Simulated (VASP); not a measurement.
# SnSe2 (P1) in VASP: single point with PBE

Aim: the single point of SnSe2 with PBE.

Everything below comes from runs of VASP 6.6.1. Logs are shortened: lines on timing, memory, paths and dates and some standing lists are left out, and cuts for length are marked.

### 1 The cell of the first run

The typed cell holds 3 atoms: a = 3.811 Å, b = 3.811 Å, c = 6.137 Å, α = 90.00°, β = 90.00°, γ = 120.00°.

### 2 Single point, PBE (atom 2 (Se) moved by (-0.450, -0.450) A along x and y)

Input file INCAR:

```
  PREC = Accurate
  ENCUT = 520
  EDIFF = 1E-6
  ISMEAR = 0
  SIGMA = 0.05
  LREAL = False
  LASPH = True
  NELM = 80
  ALGO = Fast
  ISIF = 2
  LWAVE = False
  LCHARG = False
  GGA = PE
  NBANDS = 20
```

Input file KPOINTS:

```
Automatic mesh
0
Gamma
  12 12 6
```

Input file POSCAR:

```
SnSe2
1.0
    3.8109987816      0.0000000000      0.0000000000
   -1.9054993908      3.3004217586      0.0000000000
    0.0000000000      0.0000000000      6.1370000000
Sn Se
1 2
Direct
    0.0000000000      0.0000000000      0.0000000000
    0.1470809460      0.5303204561      0.2500000000
    0.6666666667      0.3333333333      0.7500000000
```

Potentials or basis: VASP PAW PBE potentials, release 64 (Sn_d, Se).

On the command line:

```sh
$ cat potpaw_PBE.64/Sn_d/POTCAR potpaw_PBE.64/Se/POTCAR > POTCAR
$ mpirun -np 1 vasp_std > vasp.out
```

OUTCAR:

```text
PREC = Accurate
   ENCUT = 520
   EDIFF = 1E-6
   ISMEAR = 0
   LREAL = False
   LASPH = True
   NELM = 80
   ISIF = 2
   GGA = PE

 ion  position               nearest neighbor table
   1  0.000  0.000  0.000-   2 2.37   2 2.62   3 2.68   3 2.68   3 2.68   2 3.21
   2  0.147  0.530  0.250-   1 2.37   1 2.62   1 3.21
   3  0.667  0.333  0.750-   1 2.68   1 2.68   1 2.68

  LATTYP: Found a hexagonal cell.
 ALAT       =     3.8109987816
 C/A-ratio  =     1.6103390087

  Lattice vectors:

 A1 = (   3.8109987816,   0.0000000000,   0.0000000000)
 A2 = (  -1.9054993908,   3.3004217586,   0.0000000000)
 A3 = (   0.0000000000,   0.0000000000,   6.1370000000)

Analysis of symmetry for initial positions (statically):
=====================================================================
 Subroutine PRICEL returns:
 Original cell was already a primitive cell.

 Routine SETGRP: Setting up the symmetry group for a
 hexagonal supercell.

 Subroutine GETGRP returns: Found  1 space group operations
 (whereof  1 operations were pure point group operations)
 out of a pool of 24 trial point group operations.

The static configuration has the point symmetry C_1 .

Analysis of symmetry for dynamics (positions and initial velocities):
=====================================================================
 Subroutine PRICEL returns:
 Original cell was already a primitive cell.

 Routine SETGRP: Setting up the symmetry group for a
 hexagonal supercell.

 Subroutine GETGRP returns: Found  1 space group operations
 (whereof  1 operations were pure point group operations)
 out of a pool of 24 trial point group operations.

The dynamic configuration has the point symmetry C_1 .

 Subroutine INISYM returns: Found  1 space group operations
 (whereof  1 operations are pure point group operations),
 and found     1 'primitive' translations

----------------------------------------------------------------------------------------

                                     Primitive cell

  volume of cell :      77.1906

  direct lattice vectors                    reciprocal lattice vectors
     3.810998782  0.000000000  0.000000000     0.262398405  0.151495789  0.000000000
    -1.905499391  3.300421759  0.000000000     0.000000000  0.302991579  0.000000000
     0.000000000  0.000000000  6.137000000     0.000000000  0.000000000  0.162946065

  length of vectors
     3.810998782  3.810998782  6.137000000     0.302991579  0.302991579  0.162946065

  position of ions in fractional coordinates (direct lattice)
     0.000000000  0.000000000  0.000000000
     0.147080946  0.530320456  0.250000000
     0.666666667  0.333333333  0.750000000

  ion indices of the primitive-cell ions
   primitive index   ion index
                 1           1
                 2           2
                 3           3

----------------------------------------------------------------------------------------

 KPOINTS: Automatic mesh

Automatic generation of k-mesh.
 Grid dimensions read from file:
 generate k-points for:   12   12    6

 Generating k-lattice:

  Cartesian coordinates                     Fractional coordinates (reciprocal lattice)
     0.021866534  0.012624649  0.000000000     0.083333333 -0.000000000  0.000000000
     0.000000000  0.025249298  0.000000000     0.000000000  0.083333333  0.000000000
     0.000000000  0.000000000  0.027157677     0.000000000  0.000000000  0.166666667

  Length of vectors
     0.025249298  0.025249298  0.027157677

  Shift w.r.t. Gamma in fractional coordinates (k-lattice)
     0.000000000  0.000000000  0.000000000

 Subroutine IBZKPT returns following result:
 ===========================================

 Found    436 irreducible k-points:

 Following reciprocal coordinates:
            Coordinates               Weight
  0.000000  0.000000  0.000000      1.000000
  0.083333  0.000000  0.000000      2.000000
  0.000000  0.083333  0.000000      2.000000
 -0.083333  0.083333  0.000000      2.000000
  0.166667  0.000000  0.000000      2.000000
  0.000000  0.166667  0.000000      2.000000
[... 16 lines left out ...]
  0.166667  0.083333  0.000000      2.000000
 -0.083333  0.250000  0.000000      2.000000
 [... further k-points ...]
   k-points           NKPTS =    436   k-points in BZ     NKDIM =    436   number of bands    NBANDS=     20
   number of dos      NEDOS =    301   number of ions     NIONS =      3
   total plane-waves  NPLWV =  37632
   dimension x,y,z NGX =    28 NGY =   28 NGZ =   48
   dimension x,y,z NGXF=    56 NGYF=   56 NGZF=   96
   ions per type =               1   2
   NGX,Y,Z   is equivalent  to a cutoff of  12.21, 12.21, 13.00 a.u.
   NGXF,Y,Z  is equivalent  to a cutoff of  24.43, 24.43, 26.01 a.u.
 SYSTEM =  unknown system
   PREC   = accura    normal or accurate (medium, high low for compatibility)
   ISTART =      0    job   : 0-new  1-cont  2-samecut
   ICHARG =      2    charge: 1-file 2-atom 10-const
   ISPIN  =      1    spin polarized calculation?
   LNONCOLLINEAR =      F non collinear calculations
   LSORBIT =      F    spin-orbit coupling
   LASPH  =      T    aspherical Exc in radial PAW
   ENCUT  =  520.0 eV  38.22 Ry    6.18 a.u.   7.09  7.09 11.41*2*pi/ulx,y,z
   NELM   =     80;   NELMIN=  2; NELMDL= -5     # of ELM steps
   EDIFF  = 0.1E-05   stopping-criterion for ELM
   LREAL  =      F    real-space projection
   EDIFFG = 0.1E-04   stopping-criterion for IOM
   NSW    =      0    number of steps for IOM
   IBRION =     -1    ionic relax: 0-MD 1-quasi-New 2-CG
   NFREE  =      0    steps in history (QN), initial steepest desc. (CG)
   ISIF   =      2    stress and relaxation
   ISYM   =      2    0-nonsym 1-usesym 2-fastsym
   POTIM  = 0.5000    time-step for ionic-motion
   TEBEG  =    0.0;   TEEND  =   0.0 temperature during run
   PSTRESS=    0.0 pullay stress
   NELECT =      26.0000    total number of electrons
   NUPDOWN=      -1.0000    fix difference up-down
   EMIN   =  10.00;   EMAX   =-10.00  energy-range for DOS
   EFERMI =   0.00;   METHOD = LEGACY
   ISMEAR =     0;   SIGMA  =   0.05  broadening in eV -4-tet -1-fermi 0-gaus
   EFERMI_NEDOS =   21; number of points for ismear=-14 and -15
   IALGO  =     68    algorithm
   IMIX   =      4    mixing-type and parameters
     AMIX     =   0.40;   BMIX     =  1.00
     AMIX_MAG =   1.60;   BMIX_MAG =  1.00
  volume/ion in A,a.u.               =      25.73       173.64
  Fermi-wavevector in a.u.,A,eV,Ry     =   1.139054  2.152501 17.652812  1.297445
  Thomas-Fermi vector in A             =   2.275758
   LORBIT       =      0    0 simple, 1 ext, 2 COOP (PROOUT), +10 PAW based schemes
   GGA     = PE    functional components
   LHFCALC =     F    Hartree Fock is set to
   AEXX    =    0.0000 exact exchange contribution
   IVDW    =     0    specifies the selected vdW correction
   LEPSILON=     F    determine dielectric tensor
   LRPA    =     F    only Hartree local field effects (RPA)
 non-spin polarized calculation
 RMM-DIIS sequential band-by-band and
 Gauss-broadening in eV      SIGMA  =   0.05
  energy-cutoff  :      520.00
  volume of cell :       77.19
 maximum number of plane-waves:      2109
   NGX = 15   NGY = 15   NGZ = 23

 number of electron      26.0000006 magnetization

 Free energy of the ion-electron system (eV)
  ---------------------------------------------------
  ext. energy  EPLUGINS =         0.00000000
  ---------------------------------------------------
  free energy    TOTEN  =       -11.14718646 eV

  energy without entropy =      -11.14702493  energy(sigma->0) =      -11.14710570

 E-fermi :   4.5290     XC(G=0):  -9.4388

 val. band max:        4.4938960259   @ k =   0.0000   0.0000   0.1667
 cond. band min:       4.5516130882   @ k =   0.0000   0.0000   0.0000
 fundamental gap:      0.0577170623
 Fermi energy:         4.5289891188

 k-point     1 :       0.0000    0.0000    0.0000
  band No.  band energies     occupation
      1     -17.2719      2.00000
      2     -17.2096      2.00000
      3     -17.1749      2.00000
      4     -17.1611      2.00000
      5     -17.1548      2.00000
      6      -9.9517      2.00000
[... 12 lines left out ...]
     19      12.7024      0.00000
     20      13.3188      0.00000

 k-point     2 :       0.0833    0.0000    0.0000
  band No.  band energies     occupation
      1     -17.2731      2.00000
      2     -17.2089      2.00000
      3     -17.1752      2.00000
      4     -17.1598      2.00000
      5     -17.1551      2.00000
      6      -9.8849      2.00000
[... 12 lines left out ...]
     19      12.8241      0.00000
     20      13.1420      0.00000

 k-point     3 :       0.0000    0.0833    0.0000
  band No.  band energies     occupation
      1     -17.2746      2.00000
      2     -17.2085      2.00000
      3     -17.1750      2.00000
      4     -17.1620      2.00000
      5     -17.1522      2.00000
      6      -9.8843      2.00000
[... 12 lines left out ...]
     19      12.3166      0.00000
     20      13.1927      0.00000

 k-point     4 :      -0.0833    0.0833    0.0000
  band No.  band energies     occupation
      1     -17.2711      2.00000
      2     -17.2126      2.00000
      3     -17.1744      2.00000
      4     -17.1619      2.00000
      5     -17.1523      2.00000
      6      -9.8822      2.00000
[... 12 lines left out ...]
     19      12.3297      0.00000
     20      13.1396      0.00000

 k-point     5 :       0.1667    0.0000    0.0000
  band No.  band energies     occupation
      1     -17.2771      2.00000
      2     -17.2078      2.00000
      3     -17.1765      2.00000
      4     -17.1561      2.00000
      5     -17.1541      2.00000
      6      -9.6892      2.00000
[... 12 lines left out ...]
     19      12.6094      0.00000
     20      13.1920      0.00000

 k-point     6 :       0.0000    0.1667    0.0000
  band No.  band energies     occupation
      1     -17.2834      2.00000
      2     -17.2048      2.00000
      3     -17.1766      2.00000
      4     -17.1625      2.00000
      5     -17.1448      2.00000
      6      -9.6868      2.00000
[... 12 lines left out ...]
     19      12.0915      0.00000
     20      13.3216      0.00000

 k-point     7 :      -0.1667    0.1667    0.0000
  band No.  band energies     occupation
      1     -17.2706      2.00000
      2     -17.2200      2.00000
      3     -17.1748      2.00000
      4     -17.1619      2.00000
      5     -17.1448      2.00000
      6      -9.6779      2.00000
[... 12 lines left out ...]
     19      12.2971      0.00000
     20      13.1008      0.00000
[... 277 lines left out ...]
 k-point    20 :       0.0833    0.0833    0.0000
  band No.  band energies     occupation
      1     -17.2797      2.00000
      2     -17.2043      2.00000
      3     -17.1764      2.00000
      4     -17.1589      2.00000
      5     -17.1524      2.00000
      6      -9.7550      2.00000
[... 12 lines left out ...]
     19      12.3188      0.00000
     20      13.1335      0.00000

 k-point    21 :      -0.0833    0.1667    0.0000
  band No.  band energies     occupation
      1     -17.2763      2.00000
      2     -17.2125      2.00000
      3     -17.1742      2.00000
      4     -17.1648      2.00000
      5     -17.1446      2.00000
      6      -9.7469      2.00000
[... 12 lines left out ...]
     19      12.0553      0.00000
     20      13.1121      0.00000

 k-point    22 :      -0.1667    0.0833    0.0000
  band No.  band energies     occupation
      1     -17.2704      2.00000
      2     -17.2151      2.00000
      3     -17.1756      2.00000
      4     -17.1584      2.00000
      5     -17.1524      2.00000
      6      -9.7486      2.00000
[... 12 lines left out ...]
     19      12.3234      0.00000
     20      13.1084      0.00000

 k-point    23 :       0.1667    0.0833    0.0000
  band No.  band energies     occupation
      1     -17.2859      2.00000
      2     -17.2032      2.00000
      3     -17.1780      2.00000
      4     -17.1531      2.00000
      5     -17.1508      2.00000
      6      -9.5048      2.00000
[... 12 lines left out ...]
     19      12.2313      0.00000
     20      13.2423      0.00000

 k-point    24 :      -0.0833    0.2500    0.0000
  band No.  band energies     occupation
      1     -17.2891      2.00000
      2     -17.2077      2.00000
      3     -17.1761      2.00000
      4     -17.1660      2.00000
      5     -17.1332      2.00000
      6      -9.4902      2.00000
[... 12 lines left out ...]
     19      11.8625      0.00000
     20      13.5652      0.00000

 [... further k-points ...]

------------------------ aborting loop because EDIFF is reached ----------------------------------------

  FORCE on cell =-STRESS in cart. coord.  units (eV):
  Direction    XX          YY          ZZ          XY          YZ          ZX
  --------------------------------------------------------------------------------------
  -------------------------------------------------------------------------------------
  Total        2.8353556      4.1379150      6.5963846     -0.6617341      3.0537139      0.8259885
  in kB       58.8509851     85.8870662    136.9153615    -13.7350336     63.3832566     17.1443184
  external PRESSURE =      93.8844710 kB  Pullay stress =       0.0000000 kB

 VOLUME and BASIS-vectors are now :
 -----------------------------------------------------------------------------
  energy-cutoff  :      520.00
  volume of cell :       77.19
      direct lattice vectors                 reciprocal lattice vectors
     3.810998782  0.000000000  0.000000000     0.262398405  0.151495789  0.000000000
    -1.905499391  3.300421759  0.000000000     0.000000000  0.302991579  0.000000000
     0.000000000  0.000000000  6.137000000     0.000000000  0.000000000  0.162946065

 POSITION                                       TOTAL-FORCE (eV/Angst)
 -----------------------------------------------------------------------------------
      0.00000      0.00000      0.00000         0.312104     -1.689699     -1.701084
     -0.45000      1.75028      1.53425         0.289749      1.968299      2.537092
      1.90550      1.10014      4.60275        -0.601852     -0.278601     -0.836008
 -----------------------------------------------------------------------------------
    total drift:                               -0.000193     -0.000531     -0.000282

  FREE ENERGIE OF THE ION-ELECTRON SYSTEM (eV)
  ---------------------------------------------------
  free  energy   TOTEN  =       -11.1471864579 eV

  energy  without entropy=      -11.1470249330  energy(sigma->0) =      -11.14710570
```

Wall time 15 min (1 thread of Oxide Virtual Turin-like, shared host); peak memory 0.66 GiB.

Results:

```
Free energy            : -11.1472 eV
Pressure               : 9.4 GPa
Largest force          : 3.224 eV/Å
Band gap on the k mesh : zero (bands 13 and 14 overlap by 0.11 eV)
```

Forces in eV/Å, atoms in the order of the input:
```
Sn   0.312 -1.690 -1.701
Se   0.290  1.968  2.537
Se  -0.602 -0.279 -0.836
```

Caveat: the cell differs from its parent crystal (atom 2 (Se) moved by (-0.450, -0.450) A along x and y); the stress differs along the axes, from 6 to 14 GPa; semilocal functionals underestimate gaps, and a narrow one can read as zero; spin-orbit coupling is left out, which moves the levels of the heavy elements; forces of over 1 eV/Å act on the atoms, so gaps and moduli don't describe the material at rest.

The gap in the log of VASP goes by the Fermi energy; the results here count the filled bands.